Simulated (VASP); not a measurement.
# ScAl (Pm-3m) in VASP: notebook

The runs below take ScAl through vibrations by perturbation theory, with LDA.

Everything below comes from runs of VASP 6.6.1. Logs are shortened: lines on timing, memory, paths and dates and some standing lists are left out, and cuts for length are marked.

### Step 1. The cell of the first run

It takes space group Pm-3m (No. 221, cubic). Conventional cell: a = 3.166 Å, b = 3.166 Å, c = 3.166 Å, α = 90.00°, β = 90.00°, γ = 90.00°. Within 3.6 Å of Sc (site symmetry m-3m) lie 8 Al at 2.74 Å and 6 Sc at 3.17 Å. Within 3.6 Å of Al (site symmetry m-3m) lie 8 Sc at 2.74 Å and 6 Al at 3.17 Å.

### Step 2. Vibrations by perturbation theory, LDA

The input, INCAR:

```
PREC     = Accurate       # precision mode
ENCUT    = 520            # plane-wave cutoff, eV
EDIFF    = 1E-8           # SCF threshold, eV
ISMEAR   = -1             # smearing method
SIGMA    = 0.15           # smearing width, eV
LREAL    = F              # projectors in reciprocal space
LASPH    = T              # aspherical terms in the spheres
NELM     = 80             # most SCF steps
ALGO     = Normal         # electronic algorithm
ISIF     = 2              # what is computed and relaxed
LWAVE    = F              # write WAVECAR
LCHARG   = T              # write CHGCAR
GGA      = CA             # functional
NBANDS   = 14             # bands
IBRION   = 8              # ionic algorithm
NSW      = 1              # ionic steps
```

The input, KPOINTS:

```
regular mesh
0
Gamma
  14 14 14
```

The input, POSCAR:

```
ScAl
1.0
    3.1655117545      0.0000000000      0.0000000000
    0.0000000000      3.1655117545      0.0000000000
    0.0000000000      0.0000000000      3.1655117545
Sc Al
1 1
Direct
    0.5000000000      0.5000000000      0.5000000000
    0.0000000000      0.0000000000      0.0000000000
```

Potentials or basis: VASP PAW LDA potentials, release 64 (Sc_sv, Al).

Launch:

```bash
$ cat potpaw_LDA.64/Sc_sv/POTCAR potpaw_LDA.64/Al/POTCAR > POTCAR
$ mpirun -np 1 vasp_std > vasp.out
```

OUTCAR:

```text
PREC = Accurate
   ENCUT = 520
   EDIFF = 1E-8
   ISMEAR = -1
   LREAL = F
   LASPH = T
   NELM = 80
   ISIF = 2
   GGA = CA
   IBRION = 8
   NSW = 1

 ion  position               nearest neighbor table
   1  0.500  0.500  0.500-   2 2.74   2 2.74   2 2.74   2 2.74   2 2.74   2 2.74   2 2.74   2 2.74

   2  0.000  0.000  0.000-   1 2.74   1 2.74   1 2.74   1 2.74   1 2.74   1 2.74   1 2.74   1 2.74

  LATTYP: Found a simple cubic cell.
 ALAT       =     3.1655117545

  Lattice vectors:

 A1 = (   3.1655117545,   0.0000000000,   0.0000000000)
 A2 = (   0.0000000000,   3.1655117545,   0.0000000000)
 A3 = (   0.0000000000,   0.0000000000,   3.1655117545)

Analysis of symmetry for initial positions (statically):
=====================================================================
 Subroutine PRICEL returns:
 Original cell was already a primitive cell.

 Routine SETGRP: Setting up the symmetry group for a
 simple cubic supercell.

 Subroutine GETGRP returns: Found 48 space group operations
 (whereof 48 operations were pure point group operations)
 out of a pool of 48 trial point group operations.

The static configuration has the point symmetry O_h .

Analysis of symmetry for dynamics (positions and initial velocities):
=====================================================================
 Subroutine PRICEL returns:
 Original cell was already a primitive cell.

 Routine SETGRP: Setting up the symmetry group for a
 simple cubic supercell.

 Subroutine GETGRP returns: Found 48 space group operations
 (whereof 48 operations were pure point group operations)
 out of a pool of 48 trial point group operations.

The dynamic configuration has the point symmetry O_h .

 Subroutine INISYM returns: Found 48 space group operations
 (whereof 48 operations are pure point group operations),
 and found     1 'primitive' translations

----------------------------------------------------------------------------------------

                                     Primitive cell

  volume of cell :      31.7199

  direct lattice vectors                    reciprocal lattice vectors
     3.165511755  0.000000000  0.000000000     0.315904687  0.000000000  0.000000000
     0.000000000  3.165511755  0.000000000     0.000000000  0.315904687  0.000000000
     0.000000000  0.000000000  3.165511755     0.000000000  0.000000000  0.315904687

  length of vectors
     3.165511755  3.165511755  3.165511755     0.315904687  0.315904687  0.315904687

  position of ions in fractional coordinates (direct lattice)
     0.500000000  0.500000000  0.500000000
     0.000000000  0.000000000  0.000000000

  ion indices of the primitive-cell ions
   primitive index   ion index
                 1           1
                 2           2

----------------------------------------------------------------------------------------

 KPOINTS: regular mesh

Automatic generation of k-mesh.
 Grid dimensions read from file:
 generate k-points for:   14   14   14

 Generating k-lattice:

  Cartesian coordinates                     Fractional coordinates (reciprocal lattice)
     0.022564620  0.000000000  0.000000000     0.071428571  0.000000000  0.000000000
     0.000000000  0.022564620  0.000000000     0.000000000  0.071428571  0.000000000
     0.000000000  0.000000000  0.022564620     0.000000000  0.000000000  0.071428571

  Length of vectors
     0.022564620  0.022564620  0.022564620

  Shift w.r.t. Gamma in fractional coordinates (k-lattice)
     0.000000000  0.000000000  0.000000000
[... 84 lines left out ...]
  volume of cell :       31.72
 maximum number of plane-waves:       876
 NGX is ok and might be reduce to    24
   NGX = 11   NGY = 11   NGZ = 11

--------------------------------------- Ionic step        1  -------------------------------------------

 number of electron      14.0000004 magnetization

 Free energy of the ion-electron system (eV)
  ---------------------------------------------------
  ext. energy  EPLUGINS =         0.00000000
  ---------------------------------------------------
  free energy    TOTEN  =       -11.72198315 eV

  energy without entropy =      -11.66419660  energy(sigma->0) =      -11.69308988

 E-fermi :   7.3452     XC(G=0): -11.3241

 val. band max:        7.2929731855   @ k =   0.4286   0.1429   0.0714
 cond. band min:       7.3624378344   @ k =   0.4286   0.1429   0.0000
 fundamental gap:      0.0694646489
 Fermi energy:         7.3452440596

 k-point     1 :       0.0000    0.0000    0.0000
  band No.  band energies     occupation
      1     -40.9250      2.00000
      2     -19.8353      2.00000
      3     -19.8353      2.00000
      4     -19.8353      2.00000
      5      -1.7106      2.00000
      6       6.3582      1.99723
      7       6.3582      1.99723
      8      10.6303      0.00000
      9      10.6303      0.00000
     10      10.6303      0.00000
     11      12.0451      0.00000
     12      12.0451      0.00000
     13      12.0451      0.00000
     14      17.1811      0.00000
[... 377 lines left out ...]
      1     -40.8820      2.00000
      2     -20.1130      2.00000
      3     -19.9437      2.00000
      4     -19.7952      2.00000
      5       0.8542      2.00000
      6       4.4966      2.00000
      7       6.6347      1.98262
      8       8.0921      0.01367
      9       8.7905      0.00013
     10       9.9780      0.00000
     11      11.7751      0.00000
     12      13.6347      0.00000
     13      15.3702      0.00000
     14      16.3224      0.00000

 [... further k-points ...]

------------------------ aborting loop because EDIFF is reached ----------------------------------------

  FORCE on cell =-STRESS in cart. coord.  units (eV):
  Direction    XX          YY          ZZ          XY          YZ          ZX
  --------------------------------------------------------------------------------------
  -------------------------------------------------------------------------------------
  Total        3.0389319      3.0389319      3.0389319     -0.0000000      0.0000000     -0.0000000
  in kB      153.4969511    153.4969511    153.4969511     -0.0000000      0.0000000     -0.0000000
  external PRESSURE =     153.4969511 kB  Pullay stress =       0.0000000 kB

 VOLUME and BASIS-vectors are now :
 -----------------------------------------------------------------------------
  energy-cutoff  :      520.00
  volume of cell :       31.72
      direct lattice vectors                 reciprocal lattice vectors
     3.165511755  0.000000000  0.000000000     0.315904687  0.000000000  0.000000000
     0.000000000  3.165511755  0.000000000     0.000000000  0.315904687  0.000000000
     0.000000000  0.000000000  3.165511755     0.000000000  0.000000000  0.315904687

 POSITION                                       TOTAL-FORCE (eV/Angst)
 -----------------------------------------------------------------------------------
      1.58276      1.58276      1.58276         0.000000      0.000000      0.000000
      0.00000      0.00000      0.00000         0.000000      0.000000      0.000000
 -----------------------------------------------------------------------------------
    total drift:                                0.000000     -0.000000     -0.000000

  FREE ENERGIE OF THE ION-ELECTRON SYSTEM (eV)
  ---------------------------------------------------
  free  energy   TOTEN  =       -11.7219831533 eV

  energy  without entropy=      -11.6641966006  energy(sigma->0) =      -11.69308988

[... ionic steps 2 to 3 ...]

--------------------------------------- Ionic step        4  -------------------------------------------

------------------------ aborting loop because EDIFF is reached ----------------------------------------

[... ionic steps 5 to 6 ...]

--------------------------------------- Ionic step        7  -------------------------------------------

 Free energy of the ion-electron system (eV)
  ---------------------------------------------------
  ---------------------------------------------------
  free energy    TOTEN  =        -0.00620957 eV

  energy without entropy =       -0.00620958

------------------------ aborting loop because EDIFF is reached ----------------------------------------

 INTERNAL STRAIN TENSOR  FOR ION    2  DIRECTION 1   (eV/Angst):
 -----------------------------------------------------------------------------
    -0.02018  0.00000  0.00000
     0.00000  0.01259  0.00000
    -0.00000  0.00000  0.01259

 INTERNAL STRAIN TENSOR FOR ION    2 for displacements in x,y,z  (eV/Angst):
          X           Y           Z          XY          YZ          ZX
  --------------------------------------------------------------------------------
  x     0.00000     0.00000     0.00000     0.00000     0.00000     0.00000
  y     0.00000     0.00000     0.00000     0.00000     0.00000     0.00000
  z     0.00000     0.00000     0.00000     0.00000     0.00000     0.00000

 SECOND DERIVATIVES (NOT SYMMETRIZED)
 ------------------------------------
               1X          1Y          1Z          2X          2Y          2Z
  1X    -8.103069    0.000000   -0.000000    8.103069   -0.000000    0.000000
  1Y    -0.000000   -8.103069    0.000000    0.000000    8.103069   -0.000000
  1Z     0.000000   -0.000000   -8.103069   -0.000000    0.000000    8.103069
  2X     8.092070    0.000000   -0.000000   -8.092070   -0.000000    0.000000
  2Y     0.000000    8.092070   -0.000000   -0.000000   -8.092070    0.000000
  2Z    -0.000000    0.000000    8.092070    0.000000   -0.000000   -8.092070

 Eigenvectors and eigenvalues of the dynamical matrix
 ----------------------------------------------------

   1 f  =   10.832895 THz    68.065088 2PiTHz  361.346489 cm-1    44.801235 meV
             X         Y         Z           dx          dy          dz
      1.582756  1.582756  1.582756     0.612685    0.000000   -0.000000
      0.000000  0.000000  0.000000    -0.790327    0.000000    0.000000
[... 21 lines left out ...]
   6 f/i=    0.003563 THz     0.022385 2PiTHz    0.118837 cm-1     0.014734 meV
             X         Y         Z           dx          dy          dz
      1.582756  1.582756  1.582756    -0.000000    0.000000   -0.790327
      0.000000  0.000000  0.000000    -0.000000    0.000000   -0.612685

--------------------------------------------------------------------------------------------------------

 ELASTIC MODULI CONTR FROM IONIC RELAXATION (kBar)
 Direction    XX          YY          ZZ          XY          YZ          ZX
 --------------------------------------------------------------------------------
 XX           0.0000      0.0000      0.0000      0.0000      0.0000      0.0000
 YY           0.0000      0.0000      0.0000      0.0000      0.0000      0.0000
 ZZ           0.0000      0.0000      0.0000      0.0000      0.0000      0.0000
 XY           0.0000      0.0000      0.0000      0.0000      0.0000      0.0000
 YZ           0.0000      0.0000      0.0000      0.0000      0.0000      0.0000
 ZX           0.0000      0.0000      0.0000      0.0000      0.0000      0.0000
 --------------------------------------------------------------------------------
```

Run time: 5.6 min. Hardware: 1 thread of AMD EPYC 7R43 (Zen 3), shared host; peak memory 0.33 GiB.

What came out:

| Item | Value |
| --- | --- |
| Highest phonon frequency at Γ, LO-TO splitting left out | 361 cm⁻¹ |

Phonon frequencies in cm⁻¹ (negative: imaginary):
| q point | frequencies |
| --- | --- |
| (0.000, 0.000, 0.000) | 0 0 0 361 361 361 |

Caveat: the cell wasn't relaxed at this level first, which shifts response properties.

### Step 3. Vibrations by perturbation theory, LDA

This run uses another cell than the first one, of 17.21 Å³/atom, 1.085 times its volume.

The input, INCAR:

```
SYSTEM = ScAl
ALGO = Fast
EDIFF = 1E-8
ENCUT = 520
IBRION = 8
ISIF = 2
ISMEAR = -1
LASPH = .TRUE.
LCHARG = .FALSE.
LREAL = .FALSE.
LWAVE = .FALSE.
NELM = 80
NSW = 1
PREC = Accurate
SIGMA = 0.15
```

The input, KPOINTS:

```
k-points
0
G
  14 14 14
  0 0 0
```

The input, POSCAR:

```
ScAl
1.0
    3.2526656606      0.0000000000      0.0000000000
    0.0000000000      3.2526656606      0.0000000000
    0.0000000000      0.0000000000      3.2526656606
Sc Al
1 1
Direct
    0.5000000000      0.5000000000      0.5000000000
    0.0000000000      0.0000000000      0.0000000000
```

Potentials or basis: VASP PAW LDA potentials, release 64 (Sc_sv, Al).

Launch:

```bash
$ cat potpaw_LDA.64/Sc_sv/POTCAR potpaw_LDA.64/Al/POTCAR > POTCAR
$ mpirun -np 1 vasp_std > vasp.out
```

OUTCAR:

```text
SYSTEM = ScAl
   EDIFF = 1E-8
   ENCUT = 520
   IBRION = 8
   ISIF = 2
   ISMEAR = -1
   LASPH = .TRUE.
   LREAL = .FALSE.
   NELM = 80
   NSW = 1
   PREC = Accurate

 ion  position               nearest neighbor table
   1  0.500  0.500  0.500-   2 2.82   2 2.82   2 2.82   2 2.82   2 2.82   2 2.82   2 2.82   2 2.82

   2  0.000  0.000  0.000-   1 2.82   1 2.82   1 2.82   1 2.82   1 2.82   1 2.82   1 2.82   1 2.82

  LATTYP: Found a simple cubic cell.
 ALAT       =     3.2526656606

  Lattice vectors:

 A1 = (   3.2526656606,   0.0000000000,   0.0000000000)
 A2 = (   0.0000000000,   3.2526656606,   0.0000000000)
 A3 = (   0.0000000000,   0.0000000000,   3.2526656606)

Analysis of symmetry for initial positions (statically):
=====================================================================
 Subroutine PRICEL returns:
 Original cell was already a primitive cell.

 Routine SETGRP: Setting up the symmetry group for a
 simple cubic supercell.

 Subroutine GETGRP returns: Found 48 space group operations
 (whereof 48 operations were pure point group operations)
 out of a pool of 48 trial point group operations.

The static configuration has the point symmetry O_h .

Analysis of symmetry for dynamics (positions and initial velocities):
=====================================================================
 Subroutine PRICEL returns:
 Original cell was already a primitive cell.

 Routine SETGRP: Setting up the symmetry group for a
 simple cubic supercell.
[... 522 lines left out ...]
      0.00000      0.00000      0.00000         0.000000      0.000000      0.000000
 -----------------------------------------------------------------------------------
    total drift:                                0.000000     -0.000000     -0.000000

  FREE ENERGIE OF THE ION-ELECTRON SYSTEM (eV)
  ---------------------------------------------------
  free  energy   TOTEN  =       -11.8907280138 eV

  energy  without entropy=      -11.8246191018  energy(sigma->0) =      -11.85767356

[... ionic steps 2 to 3 ...]

--------------------------------------- Ionic step        4  -------------------------------------------

------------------------ aborting loop because EDIFF is reached ----------------------------------------

[... ionic steps 5 to 6 ...]

--------------------------------------- Ionic step        7  -------------------------------------------

 Free energy of the ion-electron system (eV)
  ---------------------------------------------------
  ---------------------------------------------------
  free energy    TOTEN  =        -0.00621135 eV

  energy without entropy =       -0.00621135

------------------------ aborting loop because EDIFF is reached ----------------------------------------

 INTERNAL STRAIN TENSOR  FOR ION    2  DIRECTION 1   (eV/Angst):
 -----------------------------------------------------------------------------
    -0.01763  0.00000 -0.00000
     0.00000  0.01081 -0.00000
    -0.00000 -0.00000  0.01081

 INTERNAL STRAIN TENSOR FOR ION    2 for displacements in x,y,z  (eV/Angst):
          X           Y           Z          XY          YZ          ZX
  --------------------------------------------------------------------------------
  x     0.00000     0.00000     0.00000     0.00000     0.00000     0.00000
  y     0.00000     0.00000     0.00000     0.00000     0.00000     0.00000
  z     0.00000     0.00000     0.00000     0.00000     0.00000     0.00000

 SECOND DERIVATIVES (NOT SYMMETRIZED)
 ------------------------------------
               1X          1Y          1Z          2X          2Y          2Z
  1X    -6.397964   -0.000000    0.000000    6.397964    0.000000    0.000000
  1Y     0.000000   -6.397964   -0.000000    0.000000    6.397964    0.000000
  1Z    -0.000000    0.000000   -6.397964    0.000000    0.000000    6.397964
  2X     6.403945   -0.000000    0.000000   -6.403945    0.000000   -0.000000
  2Y    -0.000000    6.403945   -0.000000    0.000000   -6.403945    0.000000
  2Z    -0.000000   -0.000000    6.403945    0.000000    0.000000   -6.403945

 Eigenvectors and eigenvalues of the dynamical matrix
 ----------------------------------------------------

   1 f  =    9.632783 THz    60.524558 2PiTHz  321.315042 cm-1    39.837970 meV
             X         Y         Z           dx          dy          dz
      1.626333  1.626333  1.626333     0.612246    0.000000    0.000000
      0.000000  0.000000  0.000000    -0.790667    0.000000    0.000000
[... 21 lines left out ...]
   6 f/i=    0.002179 THz     0.013689 2PiTHz    0.072673 cm-1     0.009010 meV
             X         Y         Z           dx          dy          dz
      1.626333  1.626333  1.626333    -0.008526   -0.790521   -0.012578
      0.000000  0.000000  0.000000    -0.006602   -0.612133   -0.009740

--------------------------------------------------------------------------------------------------------

 ELASTIC MODULI CONTR FROM IONIC RELAXATION (kBar)
 Direction    XX          YY          ZZ          XY          YZ          ZX
 --------------------------------------------------------------------------------
 XX           0.0000      0.0000      0.0000      0.0000      0.0000      0.0000
 YY           0.0000      0.0000      0.0000      0.0000      0.0000      0.0000
 ZZ           0.0000      0.0000      0.0000      0.0000      0.0000      0.0000
 XY           0.0000      0.0000      0.0000      0.0000      0.0000      0.0000
 YZ           0.0000      0.0000      0.0000      0.0000      0.0000      0.0000
 ZX           0.0000      0.0000      0.0000      0.0000      0.0000      0.0000
 --------------------------------------------------------------------------------
```

OSZICAR:

```text
N       E                     dE             d eps       ncg     rms          rms(c)
DAV:   1     0.139493425571E+03    0.13949E+03   -0.69626E+03  2728   0.125E+03
DAV:   2    -0.891602123011E+01   -0.14841E+03   -0.14538E+03  2962   0.412E+02
DAV:   3    -0.128548314732E+02   -0.39388E+01   -0.37969E+01  4190   0.890E+01
DAV:   4    -0.129255035462E+02   -0.70672E-01   -0.69996E-01  4301   0.865E+00
[... 58 lines left out ...]
RMM:   7    -0.621067489862E-02    0.96659E-06   -0.53289E-08 12140   0.329E-03    0.463E-04
RMM:   8    -0.621115354676E-02   -0.47865E-06   -0.89480E-09 13252   0.759E-04    0.211E-04
RMM:   9    -0.621131709986E-02   -0.16355E-06   -0.40780E-09 12152   0.414E-04    0.261E-05
RMM:  10    -0.621135311315E-02   -0.36013E-07   -0.34012E-09 12051   0.231E-04    0.207E-05
RMM:  11    -0.621134527893E-02    0.78342E-08   -0.33323E-09 13359   0.160E-04    0.674E-06
 Linear response finished
```

Wall time 6 min (1 thread of AMD EPYC 7R43 (Zen 3), shared host); peak memory 0.3 GiB.

Results:

```yaml
Highest_phonon_frequency_at_Γ_LO-TO_splitting_left_out: 321 cm⁻¹
```

Phonon frequencies in cm⁻¹ (negative: imaginary):
```tsv
q point	frequencies
(0.000, 0.000, 0.000)	0 0 0 321 321 321
```

Caveat: the cell wasn't relaxed at this level first, which shifts response properties.
